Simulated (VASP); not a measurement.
# Ge (Pnnm) in VASP: single point with PBE

Aim: the single point of Ge with PBE.

Everything below comes from runs of VASP 6.6.1. Logs are shortened: lines on timing, memory, paths and dates and some standing lists are left out, and cuts for length are marked.

## 1. The cell of the first run

Symmetry: Pnnm, No. 58, orthorhombic system. The conventional cell has a = 3.894 Å, b = 6.472 Å, c = 10.991 Å, α = 90.00°, β = 90.00°, γ = 90.00°. Ge (site symmetry 1) has 4 Ge at 2.31 to 2.52 Å within 3.0 Å. Ge (site symmetry m) has 4 Ge at 2.31 to 2.50 Å within 3.0 Å.

## 2. Single point, PBE

File INCAR:

```
SYSTEM = Ge
ALGO     = Normal         ! electronic algorithm
EDIFF    = 1E-6           ! SCF threshold, eV
ENCUT    = 520            ! plane-wave cutoff, eV
GGA      = PE             ! functional
ISIF     = 2              ! what is computed and relaxed
ISMEAR   = 0              ! smearing method
LASPH    = .TRUE.         ! aspherical terms in the spheres
LCHARG   = .FALSE.        ! write CHGCAR
LREAL    = .FALSE.        ! projectors in reciprocal space
LWAVE    = .FALSE.        ! write WAVECAR
NBANDS   = 96             ! bands
NELM     = 80             ! most SCF steps
PREC     = Accurate       ! precision mode
SIGMA    = 0.1            ! smearing width, eV
```

File KPOINTS:

```
k-points
0
G
  4 4 2
  0 0 0
```

File POSCAR:

```
Ge
1.0
    3.8941174100      0.0000000000      0.0000000000
    0.0000000000      6.4721260000      0.0000000000
    0.0000000000      0.0000000000     10.9909788000
Ge
12
Direct
    0.8842754200      0.3179978700      0.2012293300
    0.3842754200      0.1820021300      0.2987706700
    0.6157245800      0.8179978700      0.2987706700
    0.1157245800      0.6820021300      0.2012293300
    0.1157245800      0.6820021300      0.7987706700
    0.6157245800      0.8179978700      0.7012293300
    0.3842754200      0.1820021300      0.7012293300
    0.8842754200      0.3179978700      0.7987706700
    0.7474270600      0.8809678000      0.5000000000
    0.2474270600      0.6190322000      0.0000000000
    0.7525729400      0.3809678000      0.0000000000
    0.2525729400      0.1190322000      0.5000000000
```

Potentials or basis: VASP PAW PBE potentials, release 64 (Ge_d).

Run with:

```
> cat potpaw_PBE.64/Ge_d/POTCAR > POTCAR
> mpirun -np 1 vasp_std > vasp.out
```

OUTCAR:

```text
SYSTEM = Ge
   EDIFF = 1E-6
   ENCUT = 520
   GGA = PE
   ISIF = 2
   ISMEAR = 0
   LASPH = .TRUE.
   LREAL = .FALSE.
   NELM = 80
   PREC = Accurate

 ion  position               nearest neighbor table
   1  0.884  0.318  0.201-  11 2.31   2 2.39   2 2.39   4 2.52
   2  0.384  0.182  0.299-  12 2.31   1 2.39   1 2.39   3 2.52
   3  0.616  0.818  0.299-   9 2.31   4 2.39   4 2.39   2 2.52
   4  0.116  0.682  0.201-  10 2.31   3 2.39   3 2.39   1 2.52
   5  0.116  0.682  0.799-  10 2.31   6 2.39   6 2.39   8 2.52
   6  0.616  0.818  0.701-   9 2.31   5 2.39   5 2.39   7 2.52
   7  0.384  0.182  0.701-  12 2.31   8 2.39   8 2.39   6 2.52
   8  0.884  0.318  0.799-  11 2.31   7 2.39   7 2.39   5 2.52
   9  0.747  0.881  0.500-   3 2.31   6 2.31  12 2.47  12 2.50
  10  0.247  0.619  0.000-   4 2.31   5 2.31  11 2.47  11 2.50
  11  0.753  0.381  0.000-   1 2.31   8 2.31  10 2.47  10 2.50
  12  0.253  0.119  0.500-   2 2.31   7 2.31   9 2.47   9 2.50

  LATTYP: Found a simple orthorhombic cell.
 ALAT       =     3.8941174100
 B/A-ratio  =     1.6620264154
 C/A-ratio  =     2.8224569634

  Lattice vectors:

 A1 = (   3.8941174100,   0.0000000000,   0.0000000000)
 A2 = (   0.0000000000,   6.4721260000,   0.0000000000)
 A3 = (   0.0000000000,   0.0000000000,  10.9909788000)

Analysis of symmetry for initial positions (statically):
=====================================================================
 Subroutine PRICEL returns:
 Original cell was already a primitive cell.

 Routine SETGRP: Setting up the symmetry group for a
 simple orthorhombic supercell.

 Subroutine GETGRP returns: Found  8 space group operations
 (whereof  4 operations were pure point group operations)
 out of a pool of  8 trial point group operations.

The static configuration has the point symmetry C_2h.
 The point group associated with its full space group is D_2h.

Analysis of symmetry for dynamics (positions and initial velocities):
=====================================================================
 Subroutine PRICEL returns:
 Original cell was already a primitive cell.

 Routine SETGRP: Setting up the symmetry group for a
 simple orthorhombic supercell.

 Subroutine GETGRP returns: Found  8 space group operations
 (whereof  4 operations were pure point group operations)
 out of a pool of  8 trial point group operations.

The dynamic configuration has the point symmetry C_2h.
 The point group associated with its full space group is D_2h.

 Subroutine INISYM returns: Found  8 space group operations
 (whereof  4 operations are pure point group operations),
 and found     1 'primitive' translations

----------------------------------------------------------------------------------------

                                     Primitive cell

  volume of cell :     277.0080

  direct lattice vectors                    reciprocal lattice vectors
     3.894117410  0.000000000  0.000000000     0.256797599  0.000000000  0.000000000
     0.000000000  6.472126000  0.000000000     0.000000000  0.154508735  0.000000000
     0.000000000  0.000000000 10.990978800     0.000000000  0.000000000  0.090983707

  length of vectors
     3.894117410  6.472126000 10.990978800     0.256797599  0.154508735  0.090983707

  position of ions in fractional coordinates (direct lattice)
     0.884275420  0.317997870  0.201229330
     0.384275420  0.182002130  0.298770670
     0.615724580  0.817997870  0.298770670
     0.115724580  0.682002130  0.201229330
     0.115724580  0.682002130  0.798770670
     0.615724580  0.817997870  0.701229330
     0.384275420  0.182002130  0.701229330
     0.884275420  0.317997870  0.798770670
     0.747427060  0.880967800  0.500000000
     0.247427060  0.619032200  0.000000000
     0.752572940  0.380967800  0.000000000
     0.252572940  0.119032200  0.500000000

  ion indices of the primitive-cell ions
   primitive index   ion index
                 1           1
                 2           2
                 3           3
                 4           4
                 5           5
                 6           6
                 7           7
                 8           8
                 9           9
                10          10
                11          11
                12          12

----------------------------------------------------------------------------------------

 KPOINTS: k-points

Automatic generation of k-mesh.
 Grid dimensions read from file:
 generate k-points for:    4    4    2

 Generating k-lattice:

  Cartesian coordinates                     Fractional coordinates (reciprocal lattice)
     0.064199400  0.000000000  0.000000000     0.250000000  0.000000000  0.000000000
     0.000000000  0.038627184  0.000000000     0.000000000  0.250000000  0.000000000
     0.000000000  0.000000000  0.045491854     0.000000000  0.000000000  0.500000000

  Length of vectors
     0.064199400  0.038627184  0.045491854

  Shift w.r.t. Gamma in fractional coordinates (k-lattice)
     0.000000000  0.000000000  0.000000000

 Subroutine IBZKPT returns following result:
 ===========================================

 Found     18 irreducible k-points:

 Following reciprocal coordinates:
            Coordinates               Weight
  0.000000  0.000000  0.000000      1.000000
  0.250000  0.000000  0.000000      2.000000
  0.500000  0.000000  0.000000      1.000000
  0.000000  0.250000  0.000000      2.000000
  0.250000  0.250000  0.000000      4.000000
  0.500000  0.250000  0.000000      2.000000
[... 10 lines left out ...]
  0.250000  0.500000  0.500000      2.000000
  0.500000  0.500000  0.500000      1.000000
   k-points           NKPTS =     18   k-points in BZ     NKDIM =     18   number of bands    NBANDS=     96
   number of dos      NEDOS =    301   number of ions     NIONS =     12
   total plane-waves  NPLWV = 120960
   dimension x,y,z NGX =    30 NGY =   48 NGZ =   84
   dimension x,y,z NGXF=    60 NGYF=   96 NGZF=  168
   ions per type =              12
   NGX,Y,Z   is equivalent  to a cutoff of  12.81, 12.33, 12.71 a.u.
   NGXF,Y,Z  is equivalent  to a cutoff of  25.61, 24.66, 25.41 a.u.
 SYSTEM =  Ge
   PREC   = accura    normal or accurate (medium, high low for compatibility)
   ISTART =      0    job   : 0-new  1-cont  2-samecut
   ICHARG =      2    charge: 1-file 2-atom 10-const
   ISPIN  =      1    spin polarized calculation?
   LNONCOLLINEAR =      F non collinear calculations
   LSORBIT =      F    spin-orbit coupling
   LASPH  =      T    aspherical Exc in radial PAW
   ENCUT  =  520.0 eV  38.22 Ry    6.18 a.u.   7.24 12.03 20.44*2*pi/ulx,y,z
   NELM   =     80;   NELMIN=  2; NELMDL= -5     # of ELM steps
   EDIFF  = 0.1E-05   stopping-criterion for ELM
   LREAL  =      F    real-space projection
   EDIFFG = 0.1E-04   stopping-criterion for IOM
   NSW    =      0    number of steps for IOM
   IBRION =     -1    ionic relax: 0-MD 1-quasi-New 2-CG
   NFREE  =      0    steps in history (QN), initial steepest desc. (CG)
   ISIF   =      2    stress and relaxation
   ISYM   =      2    0-nonsym 1-usesym 2-fastsym
   POTIM  = 0.5000    time-step for ionic-motion
   TEBEG  =    0.0;   TEEND  =   0.0 temperature during run
   PSTRESS=    0.0 pullay stress
   NELECT =     168.0000    total number of electrons
   NUPDOWN=      -1.0000    fix difference up-down
   EMIN   =  10.00;   EMAX   =-10.00  energy-range for DOS
   EFERMI =   0.00;   METHOD = LEGACY
   ISMEAR =     0;   SIGMA  =   0.10  broadening in eV -4-tet -1-fermi 0-gaus
   EFERMI_NEDOS =   21; number of points for ismear=-14 and -15
   IALGO  =     38    algorithm
   IMIX   =      4    mixing-type and parameters
     AMIX     =   0.40;   BMIX     =  1.00
     AMIX_MAG =   1.60;   BMIX_MAG =  1.00
  volume/ion in A,a.u.               =      23.08       155.78
  Fermi-wavevector in a.u.,A,eV,Ry     =   1.385736  2.618661 26.126777  1.920264
  Thomas-Fermi vector in A             =   2.510118
   LORBIT       =      0    0 simple, 1 ext, 2 COOP (PROOUT), +10 PAW based schemes
   GGA     = PE    functional components
   LHFCALC =     F    Hartree Fock is set to
   AEXX    =    0.0000 exact exchange contribution
   IVDW    =     0    specifies the selected vdW correction
   LEPSILON=     F    determine dielectric tensor
   LRPA    =     F    only Hartree local field effects (RPA)
 non-spin polarized calculation
 Gauss-broadening in eV      SIGMA  =   0.10
  energy-cutoff  :      520.00
  volume of cell :      277.01
 maximum number of plane-waves:      7500
 NGX is ok and might be reduce to    30
   NGX = 15   NGY = 25   NGZ = 41

 number of electron     168.0000195 magnetization

 Free energy of the ion-electron system (eV)
  ---------------------------------------------------
  ext. energy  EPLUGINS =         0.00000000
  ---------------------------------------------------
  free energy    TOTEN  =       -48.62177166 eV

  energy without entropy =      -48.61643523  energy(sigma->0) =      -48.61910344

 E-fermi :   4.7999     XC(G=0):  -9.6424

 val. band max:        4.7780131489   @ k =   0.5000   0.5000   0.5000
 cond. band min:       4.9963903619   @ k =   0.5000   0.0000   0.0000
 fundamental gap:      0.2183772130
 Fermi energy:         4.7999318329

 k-point     1 :       0.0000    0.0000    0.0000
  band No.  band energies     occupation
      1     -20.3375      2.00000
      2     -20.2924      2.00000
      3     -20.2732      2.00000
      4     -20.2360      2.00000
      5     -20.2067      2.00000
      6     -20.2042      2.00000
[... 88 lines left out ...]
     95       8.1248      0.00000
     96       8.1549      0.00000

 k-point     2 :       0.2500    0.0000    0.0000
  band No.  band energies     occupation
      1     -20.3265      2.00000
      2     -20.2916      2.00000
      3     -20.2785      2.00000
      4     -20.2375      2.00000
      5     -20.2273      2.00000
      6     -20.2180      2.00000
[... 1672 lines left out ...]
     95       9.1111      0.00000
     96       9.1111      0.00000

------------------------ aborting loop because EDIFF is reached ----------------------------------------

  FORCE on cell =-STRESS in cart. coord.  units (eV):
  Direction    XX          YY          ZZ          XY          YZ          ZX
  --------------------------------------------------------------------------------------
  -------------------------------------------------------------------------------------
  Total       14.3952783     11.9023399     34.1469465      0.0000000      0.0000000      0.0000000
  in kB       83.2603577     68.8415366    197.5013556      0.0000000      0.0000000      0.0000000
  external PRESSURE =     116.5344166 kB  Pullay stress =       0.0000000 kB

 VOLUME and BASIS-vectors are now :
 -----------------------------------------------------------------------------
  energy-cutoff  :      520.00
  volume of cell :      277.01
      direct lattice vectors                 reciprocal lattice vectors
     3.894117410  0.000000000  0.000000000     0.256797599  0.000000000  0.000000000
     0.000000000  6.472126000  0.000000000     0.000000000  0.154508735  0.000000000
     0.000000000  0.000000000 10.990978800     0.000000000  0.000000000  0.090983707

 POSITION                                       TOTAL-FORCE (eV/Angst)
 -----------------------------------------------------------------------------------
      3.44347      2.05812      2.21171         0.419584      0.097126      1.184437
      1.49641      1.17794      3.28378         0.419584     -0.097126     -1.184437
      2.39770      5.29419      3.28378        -0.419584      0.097126     -1.184437
      0.45065      4.41400      2.21171        -0.419584     -0.097126      1.184437
      0.45065      4.41400      8.77927        -0.419584     -0.097126     -1.184437
      2.39770      5.29419      7.70720        -0.419584      0.097126      1.184437
      1.49641      1.17794      7.70720         0.419584     -0.097126      1.184437
      3.44347      2.05812      8.77927         0.419584      0.097126     -1.184437
      2.91057      5.70173      5.49549         0.648499      0.232584     -0.000000
      0.96351      4.00645      0.00000         0.648499     -0.232584     -0.000000
      2.93061      2.46567      0.00000        -0.648499      0.232584      0.000000
      0.98355      0.77039      5.49549        -0.648499     -0.232584      0.000000
 -----------------------------------------------------------------------------------
    total drift:                                0.000000      0.000000      0.000000

  FREE ENERGIE OF THE ION-ELECTRON SYSTEM (eV)
  ---------------------------------------------------
  free  energy   TOTEN  =       -48.6217716570 eV

  energy  without entropy=      -48.6164352304  energy(sigma->0) =      -48.61910344
```

It took 11 min on 1 thread of Oxide Virtual Turin-like, shared host; peak memory 0.48 GiB.

What came out:

| Item | Value |
| --- | --- |
| Free energy | -48.6218 eV |
| Pressure | 11.7 GPa |
| Largest force | 1.260 eV/Å |
| Band gap on the k mesh | zero (band 84 reaches 5.02 eV, above the bottom of band 85 at 4.78 eV) |

Forces on the atoms (eV/Å):
```
Ge   0.420  0.097  1.184
Ge   0.420 -0.097 -1.184
Ge  -0.420  0.097 -1.184
Ge  -0.420 -0.097  1.184
Ge  -0.420 -0.097 -1.184
Ge  -0.420  0.097  1.184
Ge   0.420 -0.097  1.184
Ge   0.420  0.097 -1.184
Ge   0.648  0.233  0.000
Ge   0.648 -0.233  0.000
Ge  -0.648  0.233  0.000
Ge  -0.648 -0.233  0.000
```

Levels at points of the mesh, in eV from the Fermi level:
```
           k point  band 80  band 81  band 82  band 83  band 84  band 85  band 86  band 87  band 88  band 89
(0.00, 0.00, 0.00)    -1.80    -1.29    -0.32    -0.19     0.22     0.60     1.12     1.20     1.39     1.54
(0.50, 0.00, 0.00)    -2.93    -1.87    -1.87    -1.61    -1.61     0.20     0.20     1.19     1.19     1.55
(0.00, 0.50, 0.00)    -1.90    -1.49    -1.49    -1.04    -1.04     0.59     0.59     1.34     1.34     1.47
(0.50, 0.50, 0.00)    -3.30    -1.13    -1.13    -0.99    -0.99     0.88     0.88     1.29     1.29     1.36
(0.00, 0.00, 0.50)    -1.36    -1.25    -1.25    -0.36    -0.36     0.71     0.71     1.66     1.66     1.74
(0.50, 0.00, 0.50)    -2.33    -2.27    -2.27    -2.23    -2.23     0.90     0.90     2.04     2.04     2.40
(0.00, 0.50, 0.50)    -1.99    -0.97    -0.97    -0.08    -0.08     0.29     0.29     1.33     1.33     1.42
(0.50, 0.50, 0.50)    -2.23    -1.86    -1.86    -0.85    -0.85    -0.02    -0.02     0.76     0.76     1.44
```

Caveat: the k points lie up to 0.40 Å⁻¹ apart; forces of over 1 eV/Å act on the atoms, so gaps and moduli don't describe the material at rest.
